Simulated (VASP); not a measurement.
# Ta2C (P-3m1) in VASP: a series of runs

Ta2C is run at these levels: PBEsol; tasks: single point.

Program: VASP 6.6.1. These are calculated values, not measurements. Logs are shortened: lines on timing, memory, paths and dates and some standing lists are left out, and cuts for length are marked.

## Step 1: The cell of the first run

Symmetry: P-3m1, No. 164, trigonal system. Conventional cell: a = 3.095 Å, b = 3.095 Å, c = 11.342 Å, α = 90.00°, β = 90.00°, γ = 120.00°. Within 2.9 Å of Ta (site symmetry 3m) lie 3 C at 2.18 Å. Ta (site symmetry 3m) has 3 C at 2.18 Å within 2.9 Å. Within 2.9 Å of C (site symmetry 3m) lie 6 Ta at 2.18 Å.

## Step 2: Single point, PBEsol (the distance across one plane changed)

INCAR

```
ALGO = Normal ; EDIFF = 1E-6
ENCUT = 520 ; GGA = PS
ISIF = 2 ; ISMEAR = 0
LASPH = T ; LCHARG = F
LREAL = F ; LWAVE = F
NBANDS = 35 ; NELM = 100
PREC = Accurate ; SIGMA = 0.15
```

KPOINTS

```
k-points
0
Gamma
  17 17 5
```

POSCAR

```
Ta2C
1.0
   -1.5476503522     -2.6806090424      0.0000000000
    1.5476503522     -2.6806090424      0.0000000000
    0.0000000000      0.0000000000     11.3421605593
Ta C
4 2
Direct
    0.6666666667      0.6666666667      0.7605292151
    0.6666666667      0.6666666667      0.3266541828
    0.3333333333      0.3333333333      0.1072208496
    0.3333333333      0.3333333333      0.5410958819
    1.0000000000      0.0000000000      0.6508125485
    1.0000000000      0.0000000000      0.2169375162
```

Potentials or basis: VASP PAW PBE potentials, release 64 (Ta_pv, C).

On the command line:

```
cat potpaw_PBE.64/Ta_pv/POTCAR potpaw_PBE.64/C/POTCAR > POTCAR
mpirun -np 1 vasp_std > vasp.out
```

OUTCAR:

```text
EDIFF = 1E-6
   ENCUT = 520
   GGA = PS
   ISIF = 2
   ISMEAR = 0
   LASPH = T
   LREAL = F
   NELM = 100
   PREC = Accurate

 ion  position               nearest neighbor table
   1  0.667  0.667  0.761-   5 2.18   5 2.18   5 2.18   4 3.06   4 3.06   4 3.06
   2  0.667  0.667  0.327-   6 2.18   6 2.18   6 2.18   4 3.02   4 3.02   4 3.02   3 3.06   3 3.06
                             3 3.06
   3  0.333  0.333  0.107-   6 2.18   6 2.18   6 2.18   2 3.06   2 3.06   2 3.06
   4  0.333  0.333  0.541-   5 2.18   5 2.18   5 2.18   2 3.02   2 3.02   2 3.02   1 3.06   1 3.06
                             1 3.06
   5  0.000  0.000  0.651-   1 2.18   4 2.18   1 2.18   1 2.18   4 2.18   4 2.18
   6  0.000  0.000  0.217-   2 2.18   3 2.18   2 2.18   2 2.18   3 2.18   3 2.18

  LATTYP: Found a hexagonal cell.
 ALAT       =     3.0953007044
 C/A-ratio  =     3.6643162143

  Lattice vectors:

 A1 = (  -1.5476503522,   2.6806090424,   0.0000000000)
 A2 = (  -1.5476503522,  -2.6806090424,   0.0000000000)
 A3 = (   0.0000000000,   0.0000000000,  11.3421605593)

Analysis of symmetry for initial positions (statically):
=====================================================================
 Subroutine PRICEL returns:
 Original cell was already a primitive cell.

 Routine SETGRP: Setting up the symmetry group for a
 hexagonal supercell.

 Subroutine GETGRP returns: Found 12 space group operations
 (whereof  6 operations were pure point group operations)
 out of a pool of 24 trial point group operations.

The static configuration has the point symmetry C_3v.
 The point group associated with its full space group is D_3d.

Analysis of symmetry for dynamics (positions and initial velocities):
=====================================================================
 Subroutine PRICEL returns:
 Original cell was already a primitive cell.

 Routine SETGRP: Setting up the symmetry group for a
 hexagonal supercell.

 Subroutine GETGRP returns: Found 12 space group operations
 (whereof  6 operations were pure point group operations)
 out of a pool of 24 trial point group operations.

The dynamic configuration has the point symmetry C_3v.
 The point group associated with its full space group is D_3d.

 Subroutine INISYM returns: Found 12 space group operations
 (whereof  6 operations are pure point group operations),
 and found     1 'primitive' translations

----------------------------------------------------------------------------------------

                                     Primitive cell

  volume of cell :      94.1092

  direct lattice vectors                    reciprocal lattice vectors
    -1.547650352 -2.680609042  0.000000000    -0.323070388 -0.186524776  0.000000000
     1.547650352 -2.680609042  0.000000000     0.323070388 -0.186524776  0.000000000
     0.000000000  0.000000000 11.342160559     0.000000000  0.000000000  0.088166624

  length of vectors
     3.095300704  3.095300704 11.342160559     0.373049551  0.373049551  0.088166624

  position of ions in fractional coordinates (direct lattice)
     0.666666667  0.666666667  0.760529215
     0.666666667  0.666666667  0.326654183
     0.333333333  0.333333333  0.107220850
     0.333333333  0.333333333  0.541095882
     0.000000000  0.000000000  0.650812548
     0.000000000  0.000000000  0.216937516

  ion indices of the primitive-cell ions
   primitive index   ion index
                 1           1
                 2           2
                 3           3
                 4           4
                 5           5
                 6           6

----------------------------------------------------------------------------------------

 KPOINTS: k-points

Automatic generation of k-mesh.
 Grid dimensions read from file:
 generate k-points for:   17   17    5

 Generating k-lattice:

  Cartesian coordinates                     Fractional coordinates (reciprocal lattice)
    -0.019004140 -0.010972046  0.000000000     0.058823529  0.000000000  0.000000000
     0.019004140 -0.010972046  0.000000000     0.000000000  0.058823529  0.000000000
     0.000000000  0.000000000  0.017633325     0.000000000  0.000000000  0.200000000

  Length of vectors
     0.021944091  0.021944091  0.017633325

  Shift w.r.t. Gamma in fractional coordinates (k-lattice)
     0.000000000  0.000000000  0.000000000

 Subroutine IBZKPT returns following result:
 ===========================================

 Found    147 irreducible k-points:

 Following reciprocal coordinates:
            Coordinates               Weight
  0.000000  0.000000  0.000000      1.000000
  0.058824  0.000000  0.000000      6.000000
  0.117647  0.000000  0.000000      6.000000
  0.176471  0.000000  0.000000      6.000000
  0.235294  0.000000  0.000000      6.000000
  0.294118 -0.000000  0.000000      6.000000
[... 16 lines left out ...]
 -0.470588  0.117647  0.000000     12.000000
  0.352941  0.176471  0.000000      6.000000
 [... further k-points ...]
   k-points           NKPTS =    147   k-points in BZ     NKDIM =    147   number of bands    NBANDS=     35
   number of dos      NEDOS =    301   number of ions     NIONS =      6
   total plane-waves  NPLWV =  48384
   dimension x,y,z NGX =    24 NGY =   24 NGZ =   84
   dimension x,y,z NGXF=    48 NGYF=   48 NGZF=  168
   ions per type =               4   2
   NGX,Y,Z   is equivalent  to a cutoff of  12.89, 12.89, 12.31 a.u.
   NGXF,Y,Z  is equivalent  to a cutoff of  25.78, 25.78, 24.62 a.u.
 SYSTEM =  unknown system
   PREC   = accura    normal or accurate (medium, high low for compatibility)
   ISTART =      0    job   : 0-new  1-cont  2-samecut
   ICHARG =      2    charge: 1-file 2-atom 10-const
   ISPIN  =      1    spin polarized calculation?
   LNONCOLLINEAR =      F non collinear calculations
   LSORBIT =      F    spin-orbit coupling
   LASPH  =      T    aspherical Exc in radial PAW
   ENCUT  =  520.0 eV  38.22 Ry    6.18 a.u.   5.76  5.76 21.09*2*pi/ulx,y,z
   NELM   =    100;   NELMIN=  2; NELMDL= -5     # of ELM steps
   EDIFF  = 0.1E-05   stopping-criterion for ELM
   LREAL  =      F    real-space projection
   EDIFFG = 0.1E-04   stopping-criterion for IOM
   NSW    =      0    number of steps for IOM
   IBRION =     -1    ionic relax: 0-MD 1-quasi-New 2-CG
   NFREE  =      0    steps in history (QN), initial steepest desc. (CG)
   ISIF   =      2    stress and relaxation
   ISYM   =      2    0-nonsym 1-usesym 2-fastsym
   POTIM  = 0.5000    time-step for ionic-motion
   TEBEG  =    0.0;   TEEND  =   0.0 temperature during run
   PSTRESS=    0.0 pullay stress
   NELECT =      52.0000    total number of electrons
   NUPDOWN=      -1.0000    fix difference up-down
   EMIN   =  10.00;   EMAX   =-10.00  energy-range for DOS
   EFERMI =   0.00;   METHOD = LEGACY
   ISMEAR =     0;   SIGMA  =   0.15  broadening in eV -4-tet -1-fermi 0-gaus
   EFERMI_NEDOS =   21; number of points for ismear=-14 and -15
   IALGO  =     38    algorithm
   IMIX   =      4    mixing-type and parameters
     AMIX     =   0.40;   BMIX     =  1.00
     AMIX_MAG =   1.60;   BMIX_MAG =  1.00
  volume/ion in A,a.u.               =      15.68       105.85
  Fermi-wavevector in a.u.,A,eV,Ry     =   1.343379  2.538618 24.553989  1.804667
  Thomas-Fermi vector in A             =   2.471458
   LORBIT       =      0    0 simple, 1 ext, 2 COOP (PROOUT), +10 PAW based schemes
   GGA     = PS    functional components
   LHFCALC =     F    Hartree Fock is set to
   AEXX    =    0.0000 exact exchange contribution
   IVDW    =     0    specifies the selected vdW correction
   LEPSILON=     F    determine dielectric tensor
   LRPA    =     F    only Hartree local field effects (RPA)
 non-spin polarized calculation
 Gauss-broadening in eV      SIGMA  =   0.15
  energy-cutoff  :      520.00
  volume of cell :       94.11
 maximum number of plane-waves:      2560
   NGX = 11   NGY = 11   NGZ = 43

 number of electron      52.0000007 magnetization

 Free energy of the ion-electron system (eV)
  ---------------------------------------------------
  ext. energy  EPLUGINS =         0.00000000
  ---------------------------------------------------
  free energy    TOTEN  =       -71.01767243 eV

  energy without entropy =      -70.98053854  energy(sigma->0) =      -70.99910548

 E-fermi :   5.2105     XC(G=0): -12.0016

 val. band max:        5.2086870010   @ k =   0.4118  -0.4706   0.4000
 cond. band min:       5.2185143742   @ k =  -0.4118   0.1765   0.0000
 fundamental gap:      0.0098273732
 Fermi energy:         5.2105096493

 k-point     1 :       0.0000    0.0000    0.0000
  band No.  band energies     occupation
      1     -29.7777      2.00000
      2     -29.7127      2.00000
      3     -29.2244      2.00000
      4     -29.1000      2.00000
      5     -29.1000      2.00000
      6     -29.0991      2.00000
[... 27 lines left out ...]
     34       7.8959      0.00000
     35       7.8960      0.00000

 k-point     2 :       0.0588    0.0000    0.0000
  band No.  band energies     occupation
      1     -29.7714      2.00000
      2     -29.7094      2.00000
      3     -29.2272      2.00000
      4     -29.1223      2.00000
      5     -29.1155      2.00000
      6     -29.1052      2.00000
[... 27 lines left out ...]
     34       7.9465      0.00000
     35       8.0809      0.00000

 k-point     3 :       0.1176    0.0000    0.0000
  band No.  band energies     occupation
      1     -29.7535      2.00000
      2     -29.7002      2.00000
      3     -29.2459      2.00000
      4     -29.1847      2.00000
      5     -29.1525      2.00000
      6     -29.1201      2.00000
[... 27 lines left out ...]
     34       8.1874      0.00000
     35       8.3573      0.00000
[... 723 lines left out ...]
 k-point    23 :      -0.4706    0.1176    0.0000
  band No.  band energies     occupation
      1     -29.7046      2.00000
      2     -29.6875      2.00000
      3     -29.6475      2.00000
      4     -29.6064      2.00000
      5     -29.3779      2.00000
      6     -29.3512      2.00000
[... 27 lines left out ...]
     34       9.4986      0.00000
     35       9.9664      0.00000

 k-point    24 :       0.3529    0.1765    0.0000
  band No.  band energies     occupation
      1     -29.6612      2.00000
      2     -29.6598      2.00000
      3     -29.4889      2.00000
      4     -29.4757      2.00000
      5     -29.3087      2.00000
      6     -29.2536      2.00000
[... 27 lines left out ...]
     34       8.7068      0.00000
     35       9.0475      0.00000

 [... further k-points ...]

------------------------ aborting loop because EDIFF is reached ----------------------------------------

  FORCE on cell =-STRESS in cart. coord.  units (eV):
  Direction    XX          YY          ZZ          XY          YZ          ZX
  --------------------------------------------------------------------------------------
  -------------------------------------------------------------------------------------
  Total       -2.8762538     -2.8762538     -6.0466109      0.0000000      0.0000000      0.0000000
  in kB      -48.9672457    -48.9672457   -102.9414999      0.0000000      0.0000000      0.0000000
  external PRESSURE =     -66.9586638 kB  Pullay stress =       0.0000000 kB

 VOLUME and BASIS-vectors are now :
 -----------------------------------------------------------------------------
  energy-cutoff  :      520.00
  volume of cell :       94.11
      direct lattice vectors                 reciprocal lattice vectors
    -1.547650352 -2.680609042  0.000000000    -0.323070388 -0.186524776  0.000000000
     1.547650352 -2.680609042  0.000000000     0.323070388 -0.186524776  0.000000000
     0.000000000  0.000000000 11.342160559     0.000000000  0.000000000  0.088166624

 POSITION                                       TOTAL-FORCE (eV/Angst)
 -----------------------------------------------------------------------------------
      0.00000     -3.57415      8.62604        -0.000000      0.000000      0.479320
      0.00000     -3.57415      3.70496        -0.000000     -0.000000     -0.688040
      0.00000     -1.78707      1.21612         0.000000     -0.000000     -0.479320
      0.00000     -1.78707      6.13720        -0.000000     -0.000000      0.688040
      0.00000      0.00000      7.38162        -0.000000     -0.000000      0.330563
      0.00000      0.00000      2.46054         0.000000      0.000000     -0.330563
 -----------------------------------------------------------------------------------
    total drift:                                0.000000      0.000000      0.000027

  FREE ENERGIE OF THE ION-ELECTRON SYSTEM (eV)
  ---------------------------------------------------
  free  energy   TOTEN  =       -71.0176724256 eV

  energy  without entropy=      -70.9805385412  energy(sigma->0) =      -70.99910548
```

Wall time 4.8 min (1 thread of AMD EPYC 9R45 (Zen 5), shared host); peak memory 0.45 GiB.

Results:

```
Free energy            : -71.0177 eV
Pressure               : -6.7 GPa
Largest force          : 0.688 eV/Å
Band gap on the k mesh : zero (bands 26 and 27 overlap by 0.55 eV)
```

Forces in eV/Å, atoms in the order of the input:
```
Ta   0.000  0.000  0.479
Ta   0.000  0.000 -0.688
Ta   0.000  0.000 -0.479
Ta   0.000  0.000  0.688
C    0.000  0.000  0.331
C    0.000  0.000 -0.331
```

Levels at points of the mesh, in eV from the Fermi level:
| k point | band 22 | band 23 | band 24 | band 25 | band 26 | band 27 | band 28 | band 29 | band 30 | band 31 |
| --- | --- | --- | --- | --- | --- | --- | --- | --- | --- | --- |
| (0.00, 0.00, 0.00) | -2.01 | -1.73 | -0.44 | -0.15 | -0.15 | 0.28 | 0.28 | 1.39 | 1.39 | 1.97 |

Caveat: the cell differs from its parent crystal (the distance across one plane changed); the stress differs along the axes, from -10 to -5 GPa; the PAW data sets were made with another functional, which shifts forces and pressure a little; spin-orbit coupling is left out, which moves the levels of the heavy elements.

## Step 3: Single point, PBEsol (the distance across one plane changed)

INCAR

```
  PREC = Accurate
  ENCUT = 520
  EDIFF = 1E-7
  ISMEAR = 0
  SIGMA = 0.15
  LREAL = F
  LASPH = T
  NELM = 80
  ALGO = Normal
  ISIF = 2
  LWAVE = F
  LCHARG = T
  GGA = PS
  LELF = T
  LVHAR = T
  NBANDS = 35
```

KPOINTS

```
regular mesh
0
Gamma
  17 17 5
```

POSCAR

```
Ta2C
1.0
   -1.5476503522     -2.6806090424      0.0000000000
    1.5476503522     -2.6806090424      0.0000000000
    0.0000000000      0.0000000000     11.8421605593
Ta C
4 2
Direct
    0.6666666667      0.6666666667      0.7284181315
    0.6666666667      0.6666666667      0.3128621817
    0.3333333333      0.3333333333      0.1026937682
    0.3333333333      0.3333333333      0.5182497180
    1.0000000000      0.0000000000      0.6233339248
    1.0000000000      0.0000000000      0.2077779749
```

Potentials or basis: VASP PAW PBE potentials, release 64 (Ta_pv, C).

On the command line:

```
cat potpaw_PBE.64/Ta_pv/POTCAR potpaw_PBE.64/C/POTCAR > POTCAR
mpirun -np 1 vasp_std > vasp.out
```

It took 5.6 min on 1 thread of AMD EPYC 9R45 (Zen 5), shared host; peak memory 0.47 GiB.

Results (log left out):

| Item | Value |
| --- | --- |
| Free energy | -70.5834 eV |
| Pressure | -6.0 GPa |
| Largest force | 0.700 eV/Å |
| Band gap on the k mesh | zero (bands 26 and 27 overlap by 0.59 eV) |

Forces on the atoms (eV/Å):
```
Ta   0.000  0.000 -0.031
Ta   0.000  0.000 -0.700
Ta   0.000  0.000  0.031
Ta   0.000  0.000  0.700
C    0.000  0.000  0.307
C    0.000  0.000 -0.307
```

Stress tensor (GPa, compression positive):
```
-5.23  0.00  0.00
 0.00 -5.23  0.00
 0.00  0.00 -7.42
```

Levels at points of the mesh, in eV from the Fermi level:
| k point | band 23 | band 24 | band 25 | band 26 | band 27 | band 28 | band 29 | band 30 |
| --- | --- | --- | --- | --- | --- | --- | --- | --- |
| (0.00, 0.00, 0.00) | -1.76 | -0.46 | -0.14 | -0.14 | 0.28 | 0.28 | 1.00 | 1.39 |

Caveat: the cell differs from its parent crystal (the distance across one plane changed); the cell stands under tension; the PAW data sets were made with another functional, which shifts forces and pressure a little; spin-orbit coupling is left out, which moves the levels of the heavy elements.

## Step 4: Single point, PBEsol (the distance across one plane changed)

INCAR

```
  PREC = Accurate
  ENCUT = 520
  EDIFF = 1E-6
  ISMEAR = 0
  SIGMA = 0.15
  LREAL = False
  LASPH = True
  NELM = 80
  ALGO = Normal
  ISIF = 2
  LWAVE = False
  LCHARG = True
  GGA = PS
  LELF = True
  LVHAR = True
  NBANDS = 35
```

KPOINTS

```
Automatic mesh
0
Gamma
  17 17 5
```

POSCAR

```
Ta2C
1.0
   -1.5476503522     -2.6806090424      0.0000000000
    1.5476503522     -2.6806090424      0.0000000000
    0.0000000000      0.0000000000     12.8421605593
Ta C
4 2
Direct
    0.6666666667      0.6666666667      0.6716972918
    0.6666666667      0.6666666667      0.2885000675
    0.3333333333      0.3333333333      0.0946971567
    0.3333333333      0.3333333333      0.4778943810
    1.0000000000      0.0000000000      0.5747958364
    1.0000000000      0.0000000000      0.1915986121
```

On the command line:

```
cat potpaw_PBE.64/Ta_pv/POTCAR potpaw_PBE.64/C/POTCAR > POTCAR
mpirun -np 1 vasp_std > vasp.out
```

Run time: 5.6 min. Hardware: 1 thread of AMD EPYC 9R45 (Zen 5), shared host; peak memory 0.49 GiB.

Results (log left out):

```yaml
Free_energy: -70.2487 eV
Pressure: -4.8 GPa
Largest_force: 0.675 eV/Å
Band_gap_on_the_k_mesh: zero (bands 26 and 27 overlap by 0.43 eV)
```

Forces on the atoms (eV/Å):
```
Ta   0.000  0.000 -0.555
Ta   0.000  0.000 -0.675
Ta   0.000  0.000  0.555
Ta   0.000  0.000  0.675
C    0.000  0.000  0.290
C    0.000  0.000 -0.290
```

Stress tensor (GPa, compression positive):
```
-5.17  0.00  0.00
 0.00 -5.17  0.00
 0.00  0.00 -4.10
```

Levels at points of the mesh, in eV from the Fermi level:
```csv
k point,band 22,band 23,band 24,band 25,band 26,band 27,band 28,band 29,band 30,band 31
"(0.00, 0.00, 0.00)",-1.81,-1.34,-0.45,-0.14,-0.14,-0.02,0.29,0.29,1.40,1.40
```

Caveat: the cell differs from its parent crystal (the distance across one plane changed); the cell stands under tension; the PAW data sets were made with another functional, which shifts forces and pressure a little; spin-orbit coupling is left out, which moves the levels of the heavy elements.

## Step 5: Overview

| cell | gap on the mesh (eV) | pressure (GPa) | largest force (eV/Å) |
| --- | --- | --- | --- |
| a = 3.095, b = 3.095, c = 11.342 Å, angles 90.0, 90.0, 60.0°, 6 atoms | none | -6.7 | 0.69 |
| a = 3.095, b = 3.095, c = 11.842 Å, angles 90.0, 90.0, 60.0°, 6 atoms | none | -6.0 | 0.70 |
| a = 3.095, b = 3.095, c = 12.842 Å, angles 90.0, 90.0, 60.0°, 6 atoms | none | -4.8 | 0.67 |

Alike in all rows: task single point; level PBEsol; potentials or basis VASP PAW PBE potentials, release 64 (Ta_pv, C); no spin polarisation; k mesh 17 × 17 × 5; cutoff (eV) 520; smearing gaussian 0.15 eV.

Caveats: the PAW data sets were made with another functional, which shifts forces and pressure a little; spin-orbit coupling is left out, which moves the levels of the heavy elements; the cell stands under tension (at least some runs); the stress differs along the axes, from -10 to -5 GPa (at least some runs).

Total energies depend on the potentials used, so only differences within one code and one set of settings carry meaning.

The gap in the log of VASP goes by the Fermi energy; the results here count the filled bands.